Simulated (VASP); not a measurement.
# Ni in VASP: a series of runs

Ni is run at these levels: PBE; tasks: single point.

All numbers are computed with VASP 6.6.1; they aren't measurements. Logs are shortened: lines on timing, memory, paths and dates and some standing lists are left out, and cuts for length are marked.

### Step 1. The cell of the first run

The cell holds a slab with vacuum, 6 atoms: a = 2.488 Å, b = 2.488 Å, c = 17.097 Å, α = 90.00°, β = 90.00°, γ = 120.00°.

### Step 2. Single point, PBE, collinear spin, ferromagnetic start

Contents of INCAR:

```
  ALGO = Normal
  DIPOL = 0.5 0.5 0.500
  EDIFF = 1E-6
  ENCUT = 520
  GGA = PE
  IDIPOL = 3
  ISIF = 2
  ISMEAR = -1
  ISPIN = 2
  LASPH = True
  LCHARG = False
  LDIPOL = True
  LMAXMIX = 4
  LORBIT = 11
  LREAL = False
  LWAVE = False
  MAGMOM = 1 1 1 1 1 1
  NBANDS = 43
  NELM = 150
  PREC = Accurate
  SIGMA = 0.05
```

Contents of KPOINTS:

```
k-points
0
Gamma
  19 19 1
```

Contents of POSCAR:

```
Ni
1.0
    2.4880369134      0.0000000000      0.0000000000
   -1.2440184567      2.1547031725      0.0000000000
    0.0000000000      0.0000000000     17.0974000000
Ni
6
Direct
    0.1666666667      0.3333333333      0.2047090529
    0.5000000000      1.0000000000      0.3218757205
    0.8333333333      0.6666666667      0.4405152161
    0.1666666667      0.3333333333      0.5594796692
    0.5000000000      1.0000000000      0.6781214222
    0.8333333333      0.6666666667      0.7952909471
```

Potentials or basis: VASP PAW PBE potentials, release 64 (Ni).

Command:

```console
cat potpaw_PBE.64/Ni/POTCAR > POTCAR
mpirun -np 1 vasp_std > vasp.out
```

OUTCAR:

```text
EDIFF = 1E-6
   ENCUT = 520
   GGA = PE
   ISIF = 2
   ISMEAR = -1
   ISPIN = 2
   LASPH = True
   LORBIT = 11
   LREAL = False
   NELM = 150
   PREC = Accurate

 ion  position               nearest neighbor table
   1  0.167  0.333  0.205-   2 2.47   2 2.47   2 2.47
   2  0.500  0.000  0.322-   1 2.47   1 2.47   1 2.47   3 2.49   3 2.49   3 2.49
   3  0.833  0.667  0.441-   2 2.49   2 2.49   2 2.49   4 2.49   4 2.49   4 2.49
   4  0.167  0.333  0.559-   5 2.49   5 2.49   5 2.49   3 2.49   3 2.49   3 2.49
   5  0.500  0.000  0.678-   6 2.47   6 2.47   6 2.47   4 2.49   4 2.49   4 2.49
   6  0.833  0.667  0.795-   5 2.47   5 2.47   5 2.47

  LATTYP: Found a hexagonal cell.
 ALAT       =     2.4880369134
 C/A-ratio  =     6.8718433830

  Lattice vectors:

 A1 = (   2.4880369134,   0.0000000000,   0.0000000000)
 A2 = (  -1.2440184567,   2.1547031725,   0.0000000000)
 A3 = (   0.0000000000,   0.0000000000,  17.0974000000)

Analysis of symmetry for initial positions (statically):
=====================================================================
 Subroutine PRICEL returns:
 Original cell was already a primitive cell.

 Routine SETGRP: Setting up the symmetry group for a
 hexagonal supercell.

 Subroutine GETGRP returns: Found 12 space group operations
 (whereof  4 operations were pure point group operations)
 out of a pool of 24 trial point group operations.

The static configuration has the point symmetry C_2h.
 The point group associated with its full space group is D_3d.

Analysis of symmetry for dynamics (positions and initial velocities):
=====================================================================
 Subroutine PRICEL returns:
 Original cell was already a primitive cell.

 Routine SETGRP: Setting up the symmetry group for a
 hexagonal supercell.

 Subroutine GETGRP returns: Found 12 space group operations
 (whereof  4 operations were pure point group operations)
 out of a pool of 24 trial point group operations.

The dynamic configuration has the point symmetry C_2h.
 The point group associated with its full space group is D_3d.

Analysis of structural, dynamic, and magnetic symmetry:
=====================================================================
 Subroutine PRICEL returns:
 Original cell was already a primitive cell.

 Routine SETGRP: Setting up the symmetry group for a
 hexagonal supercell.

 Subroutine GETGRP returns: Found 12 space group operations
 (whereof  4 operations were pure point group operations)
 out of a pool of 24 trial point group operations.

The overall configuration has the point symmetry C_2h.
 The point group associated with its full space group is D_3d.

 Subroutine INISYM returns: Found 12 space group operations
 (whereof  4 operations are pure point group operations),
 and found     1 'primitive' translations

----------------------------------------------------------------------------------------

                                     Primitive cell

  volume of cell :      91.6588

  direct lattice vectors                    reciprocal lattice vectors
     2.488036913  0.000000000  0.000000000     0.401923297  0.232050524  0.000000000
    -1.244018457  2.154703173  0.000000000     0.000000000  0.464101048  0.000000000
     0.000000000  0.000000000 17.097400000     0.000000000  0.000000000  0.058488425

  length of vectors
     2.488036913  2.488036913 17.097400000     0.464101048  0.464101048  0.058488425

  position of ions in fractional coordinates (direct lattice)
     0.166666667  0.333333333  0.204709053
     0.500000000  0.000000000  0.321875721
     0.833333333  0.666666667  0.440515216
     0.166666667  0.333333333  0.559479669
     0.500000000  0.000000000  0.678121422
     0.833333333  0.666666667  0.795290947

  ion indices of the primitive-cell ions
   primitive index   ion index
                 1           1
                 2           2
                 3           3
                 4           4
                 5           5
                 6           6

----------------------------------------------------------------------------------------

 KPOINTS: k-points

Automatic generation of k-mesh.
 Grid dimensions read from file:
 generate k-points for:   19   19    1

 Generating k-lattice:

  Cartesian coordinates                     Fractional coordinates (reciprocal lattice)
     0.021153858  0.012213185  0.000000000     0.052631579  0.000000000  0.000000000
     0.000000000  0.024426371  0.000000000     0.000000000  0.052631579  0.000000000
     0.000000000  0.000000000  0.058488425     0.000000000  0.000000000  1.000000000

  Length of vectors
     0.024426371  0.024426371  0.058488425

  Shift w.r.t. Gamma in fractional coordinates (k-lattice)
     0.000000000  0.000000000  0.000000000

 Subroutine IBZKPT returns following result:
 ===========================================

 Found     40 irreducible k-points:

 Following reciprocal coordinates:
            Coordinates               Weight
  0.000000  0.000000  0.000000      1.000000
  0.052632 -0.000000  0.000000      6.000000
  0.105263 -0.000000  0.000000      6.000000
  0.157895  0.000000  0.000000      6.000000
  0.210526 -0.000000  0.000000      6.000000
  0.263158 -0.000000  0.000000      6.000000
[... 16 lines left out ...]
  0.263158  0.105263  0.000000     12.000000
  0.315789  0.105263  0.000000     12.000000
 [... further k-points ...]
   k-points           NKPTS =     40   k-points in BZ     NKDIM =     40   number of bands    NBANDS=     43
   number of dos      NEDOS =    301   number of ions     NIONS =      6
   total plane-waves  NPLWV =  51200
   dimension x,y,z NGX =    20 NGY =   20 NGZ =  128
   dimension x,y,z NGXF=    40 NGYF=   40 NGZF=  256
   ions per type =               6
   NGX,Y,Z   is equivalent  to a cutoff of  13.36, 13.36, 12.45 a.u.
   NGXF,Y,Z  is equivalent  to a cutoff of  26.73, 26.73, 24.89 a.u.
 SYSTEM =  unknown system
   PREC   = accura    normal or accurate (medium, high low for compatibility)
   ISTART =      0    job   : 0-new  1-cont  2-samecut
   ICHARG =      2    charge: 1-file 2-atom 10-const
   ISPIN  =      2    spin polarized calculation?
   LNONCOLLINEAR =      F non collinear calculations
   LSORBIT =      F    spin-orbit coupling
   LASPH  =      T    aspherical Exc in radial PAW
   ENCUT  =  520.0 eV  38.22 Ry    6.18 a.u.   4.63  4.63 31.79*2*pi/ulx,y,z
   NELM   =    150;   NELMIN=  2; NELMDL= -5     # of ELM steps
   EDIFF  = 0.1E-05   stopping-criterion for ELM
   LREAL  =      F    real-space projection
   EDIFFG = 0.1E-04   stopping-criterion for IOM
   NSW    =      0    number of steps for IOM
   IBRION =     -1    ionic relax: 0-MD 1-quasi-New 2-CG
   NFREE  =      0    steps in history (QN), initial steepest desc. (CG)
   ISIF   =      2    stress and relaxation
   ISYM   =      2    0-nonsym 1-usesym 2-fastsym
   POTIM  = 0.5000    time-step for ionic-motion
   TEBEG  =    0.0;   TEEND  =   0.0 temperature during run
   PSTRESS=    0.0 pullay stress
   NELECT =      60.0000    total number of electrons
   NUPDOWN=      -1.0000    fix difference up-down
   EMIN   =  10.00;   EMAX   =-10.00  energy-range for DOS
   EFERMI =   0.00;   METHOD = LEGACY
   ISMEAR =    -1;   SIGMA  =   0.05  broadening in eV -4-tet -1-fermi 0-gaus
   EFERMI_NEDOS =   21; number of points for ismear=-14 and -15
   IALGO  =     38    algorithm
   IMIX   =      4    mixing-type and parameters
     AMIX     =   0.40;   BMIX     =  1.00
     AMIX_MAG =   1.60;   BMIX_MAG =  1.00
  volume/ion in A,a.u.               =      15.28       103.09
  Fermi-wavevector in a.u.,A,eV,Ry     =   1.421457  2.686165 27.491125  2.020541
  Thomas-Fermi vector in A             =   2.542265
   LORBIT       =     11    0 simple, 1 ext, 2 COOP (PROOUT), +10 PAW based schemes
   GGA     = PE    functional components
   LHFCALC =     F    Hartree Fock is set to
   AEXX    =    0.0000 exact exchange contribution
   IVDW    =     0    specifies the selected vdW correction
   LEPSILON=     F    determine dielectric tensor
   LRPA    =     F    only Hartree local field effects (RPA)
 spin polarized calculation
  energy-cutoff  :      520.00
  volume of cell :       91.66
 maximum number of plane-waves:      2494
 NGX is ok and might be reduce to    20
   NGX =  9   NGY =  9   NGZ = 63

 number of electron      60.0000019 magnetization       3.8765532

 dipolmoment           0.000000      0.000000      0.000517 electrons x Angstroem

 Free energy of the ion-electron system (eV)
  ---------------------------------------------------
  ext. energy  EPLUGINS =         0.00000000
  ---------------------------------------------------
  free energy    TOTEN  =       -31.58122210 eV

  energy without entropy =      -31.49105279  energy(sigma->0) =      -31.53613745

 E-fermi :   5.3169     XC(G=0): -10.3381

 val. band max:        5.3149808583   @ k =   0.4737   0.0526   0.0000
 cond. band min:       5.3181577396   @ k =   0.2105   0.1579   0.0000
 fundamental gap:      0.0031768814
 Fermi energy:         5.3168938317

 spin component 1

 k-point     1 :       0.0000    0.0000    0.0000
  band No.  band energies     occupation
      1      -3.4849      1.00000
      2      -2.8226      1.00000
      3      -1.7697      1.00000
      4      -0.5880      1.00000
      5       0.2275      1.00000
      6       0.4540      1.00000
[... 34 lines left out ...]
     41      15.2907      0.00000
     42      20.1167      0.00000

 k-point     2 :       0.0526   -0.0000    0.0000
  band No.  band energies     occupation
      1      -3.3893      1.00000
      2      -2.7295      1.00000
      3      -1.6808      1.00000
      4      -0.5046      1.00000
      5       0.3025      1.00000
      6       0.5196      1.00000
[... 979 lines left out ...]
     41      15.9344      0.00000
     42      16.9092      0.00000

 k-point    24 :       0.3158    0.1053    0.0000
  band No.  band energies     occupation
      1       0.3087      1.00000
      2       0.5756      1.00000
      3       0.8347      1.00000
      4       1.1171      1.00000
      5       1.4157      1.00000
      6       1.4952      1.00000
[... 34 lines left out ...]
     41      14.9715      0.00000
     42      15.7724      0.00000

 [... further k-points ...]

 spin component 2

 k-point     1 :       0.0000    0.0000    0.0000
  band No.  band energies     occupation
      1      -3.5236      1.00000
      2      -2.8591      1.00000
      3      -1.7930      1.00000
      4      -0.5472      1.00000
      5       0.4540      1.00000
      6       0.8445      1.00000
[... 34 lines left out ...]
     41      15.4789      0.00000
     42      20.2175      0.00000

 k-point     2 :       0.0526   -0.0000    0.0000
  band No.  band energies     occupation
      1      -3.4279      1.00000
      2      -2.7658      1.00000
      3      -1.7037      1.00000
      4      -0.4627      1.00000
      5       0.5326      1.00000
      6       0.9146      1.00000
[... 979 lines left out ...]
     41      16.1104      0.00000
     42      17.0667      0.00000

 k-point    24 :       0.3158    0.1053    0.0000
  band No.  band energies     occupation
      1       0.4649      1.00000
      2       0.7583      1.00000
      3       1.1141      1.00000
      4       1.4788      1.00000
      5       1.8785      1.00000
      6       2.0753      1.00000
[... 34 lines left out ...]
     41      15.0603      0.00000
     42      15.9146      0.00000

 [... further k-points ...]

 [bands above 42 left out]

------------------------ aborting loop because EDIFF is reached ----------------------------------------

 vacuum level on the upper side and lower side of the slab       (xc-potential included)        -1.752        -1.770

  FORCE on cell =-STRESS in cart. coord.  units (eV):
  Direction    XX          YY          ZZ          XY          YZ          ZX
  --------------------------------------------------------------------------------------
  -------------------------------------------------------------------------------------
  Total       -1.3999030     -1.3999030     -0.0309141      0.0000000     -0.0000000      0.0000000
  in kB      -24.4700124    -24.4700124     -0.5403714      0.0000000     -0.0000000      0.0000000
  external PRESSURE =     -16.4934654 kB  Pullay stress =       0.0000000 kB

 VOLUME and BASIS-vectors are now :
 -----------------------------------------------------------------------------
  energy-cutoff  :      520.00
  volume of cell :       91.66
      direct lattice vectors                 reciprocal lattice vectors
     2.488036913  0.000000000  0.000000000     0.401923297  0.232050524  0.000000000
    -1.244018457  2.154703173  0.000000000     0.000000000  0.464101048  0.000000000
     0.000000000  0.000000000 17.097400000     0.000000000  0.000000000  0.058488425

 POSITION                                       TOTAL-FORCE (eV/Angst)
 -----------------------------------------------------------------------------------
      0.00000      0.71823      3.49999         0.000000     -0.000000      0.000265
      1.24402      0.00000      5.50324        -0.000000      0.000000      0.002329
      1.24402      1.43647      7.53166        -0.000000      0.000000      0.002755
      0.00000      0.71823      9.56565         0.000000     -0.000000     -0.002755
      1.24402      0.00000     11.59411        -0.000000      0.000000     -0.002329
      1.24402      1.43647     13.59741        -0.000000      0.000000     -0.000265
 -----------------------------------------------------------------------------------
    total drift:                               -0.000000     -0.000000      0.084875

  FREE ENERGIE OF THE ION-ELECTRON SYSTEM (eV)
  ---------------------------------------------------
  free  energy   TOTEN  =       -31.5812221034 eV

  energy  without entropy=      -31.4910527921  energy(sigma->0) =      -31.53613745

 vacuum level on the upper side and lower side of the slab         8.610         8.592

 total charge

# of ion       s       p       d       tot
------------------------------------------
    1        0.491   0.385   8.309   9.185
    2        0.496   0.500   8.317   9.313
    3        0.498   0.496   8.315   9.309
    4        0.498   0.496   8.315   9.309
    5        0.496   0.500   8.317   9.313
    6        0.491   0.385   8.309   9.185
--------------------------------------------------
tot          2.969   2.764  49.882  55.615

 magnetization (x)

# of ion       s       p       d       tot
------------------------------------------
    1       -0.006  -0.025   0.703   0.672
    2       -0.007  -0.027   0.707   0.673
    3       -0.007  -0.026   0.671   0.638
    4       -0.007  -0.026   0.671   0.638
    5       -0.007  -0.027   0.707   0.673
    6       -0.006  -0.025   0.703   0.672
--------------------------------------------------
tot         -0.039  -0.156   4.162   3.967
```

Wall time 30 min (1 thread of Intel Xeon 8259CL, shared host); peak memory 0.38 GiB.

Results:

```yaml
Free_energy: -31.5812 eV
Net_moment: 3.88 μB per cell
Site_moments: Ni +0.67, +0.64 (each value once) μB
Valence_electrons_inside_the_program's_atomic_spheres: Ni 9.19, 9.31 (each value once)
```

Forces on the atoms (eV/Å):
```
Ni   0.000  0.000  0.000
Ni   0.000  0.000  0.002
Ni   0.000  0.000  0.003
Ni   0.000  0.000 -0.003
Ni   0.000  0.000 -0.002
Ni   0.000  0.000  0.000
```

Levels at points of the mesh, in eV from the Fermi level:
Spin up:
| k point | band 30 | band 31 | band 32 | band 33 | band 34 | band 35 |
| --- | --- | --- | --- | --- | --- | --- |
| (0.00, 0.00, 0.00) | -0.92 | -0.92 | -0.71 | -0.71 | -0.63 | -0.63 |
Spin down:
```tsv
k point	band 24	band 25	band 26	band 27	band 28	band 29
(0.00, 0.00, 0.00)	-0.69	-0.69	-0.65	-0.65	-0.50	-0.50
```

### Step 3. Single point, PBE, collinear spin, ferromagnetic start

Contents of INCAR:

```
PREC = Accurate
ENCUT = 520
EDIFF = 1E-6
ISMEAR = -1
SIGMA = 0.05
LREAL = False
LASPH = True
NELM = 150
ALGO = Normal
ISIF = 2
LWAVE = False
LCHARG = True
ISPIN = 2
MAGMOM = 1 1 1 1 1 1
LORBIT = 11
LMAXMIX = 4
LDIPOL = True
IDIPOL = 3
DIPOL = 0.5 0.5 0.500
GGA = PE
LVHAR = True
LVACPOTAV = True
NBANDS = 43
KPAR = 2
```

Contents of KPOINTS:

```
Automatic mesh
0
Gamma
  19 19 1
```

Contents of POSCAR:

```
Ni
1.0
    2.4880369585      0.0000000000      0.0000000000
   -1.2440184792      2.1547032116      0.0000000000
    0.0000000000      0.0000000000     17.0974000000
Ni
6
Direct
    0.1666666667      0.3333333333      0.2047086361
    0.5000000000      1.0000000000      0.3218753585
    0.8333333333      0.6666666667      0.4405149211
    0.1666666667      0.3333333333      0.5594796140
    0.5000000000      1.0000000000      0.6781215797
    0.8333333333      0.6666666667      0.7952913639
```

Potentials or basis: VASP PAW PBE potentials, release 64 (Ni).

Command:

```console
cat potpaw_PBE.64/Ni/POTCAR > POTCAR
mpirun -np 2 vasp_std > vasp.out
```

It took 7.2 min on 2 MPI ranks of Intel Xeon Platinum 8259CL at 2.50GHz (Skylake/Cascade Lake), shared host; peak memory 0.38 GiB.

The run converged. Its results:

```
Free energy                                           : -31.5813 eV
Net moment                                            : 3.88 μB per cell
Site moments                                          : Ni +0.67, +0.64 (each value once) μB
Valence electrons inside the program's atomic spheres : Ni 9.19, 9.31 (each value once)
```

Forces in eV/Å, atoms in the order of the input:
```
Ni   0.000  0.000  0.000
Ni   0.000  0.000  0.002
Ni   0.000  0.000  0.003
Ni   0.000  0.000 -0.003
Ni   0.000  0.000 -0.002
Ni   0.000  0.000  0.000
```

Levels at points of the mesh, in eV from the Fermi level:
Spin up:
| k point | band 30 | band 31 | band 32 | band 33 | band 34 | band 35 |
| --- | --- | --- | --- | --- | --- | --- |
| (0.00, 0.00, 0.00) | -0.92 | -0.92 | -0.71 | -0.71 | -0.63 | -0.63 |
Spin down:
```
           k point  band 23  band 24  band 25  band 26  band 27  band 28  band 29  band 30
(0.00, 0.00, 0.00)    -1.36    -0.69    -0.69    -0.65    -0.65    -0.50    -0.50    -0.24
```

### Step 4. Single point, PBE, collinear spin, ferromagnetic start

Contents of INCAR:

```
SYSTEM = Ni
PREC = Accurate ; ENCUT = 520
EDIFF = 1E-6 ; ISMEAR = -1
SIGMA = 0.05 ; LREAL = .FALSE.
LASPH = .TRUE. ; NELM = 150
ALGO = Normal ; ISIF = 2
LWAVE = .FALSE. ; LCHARG = .FALSE.
ISPIN = 2 ; MAGMOM = 1 1 1 1 1 1
LORBIT = 11 ; LMAXMIX = 4
LDIPOL = .TRUE. ; IDIPOL = 3
DIPOL = 0.5 0.5 0.500 ; GGA = PE
NBANDS = 43 ; KPAR = 2
```

Contents of KPOINTS:

```
regular mesh
0
G
  19 19 1
  0 0 0
```

POSCAR is that of step 3.

Command:

```console
cat potpaw_PBE.64/Ni/POTCAR > POTCAR
mpirun -np 2 vasp_std > vasp.out
```

It took 6.7 min on 2 MPI ranks of Intel Xeon Platinum 8259CL at 2.50GHz (Skylake/Cascade Lake), shared host; peak memory 0.37 GiB.

Results (log left out):

```yaml
Free_energy: -31.5813 eV
Net_moment: 3.88 μB per cell
Site_moments: Ni +0.67, +0.64 (each value once) μB
Valence_electrons_inside_the_program's_atomic_spheres: Ni 9.19, 9.31 (each value once)
```

Forces in eV/Å, atoms in the order of the input:
```
Ni   0.000  0.000  0.000
Ni   0.000  0.000  0.002
Ni   0.000  0.000  0.003
Ni   0.000  0.000 -0.003
Ni   0.000  0.000 -0.002
Ni   0.000  0.000  0.000
```

Levels at points of the mesh, in eV from the Fermi level:
Spin up:
| k point | band 29 | band 30 | band 31 | band 32 | band 33 | band 34 | band 35 | band 36 |
| --- | --- | --- | --- | --- | --- | --- | --- | --- |
| (0.00, 0.00, 0.00) | -1.18 | -0.92 | -0.92 | -0.71 | -0.71 | -0.63 | -0.63 | -0.23 |
Spin down:
| k point | band 24 | band 25 | band 26 | band 27 | band 28 | band 29 |
| --- | --- | --- | --- | --- | --- | --- |
| (0.00, 0.00, 0.00) | -0.69 | -0.69 | -0.65 | -0.65 | -0.50 | -0.50 |
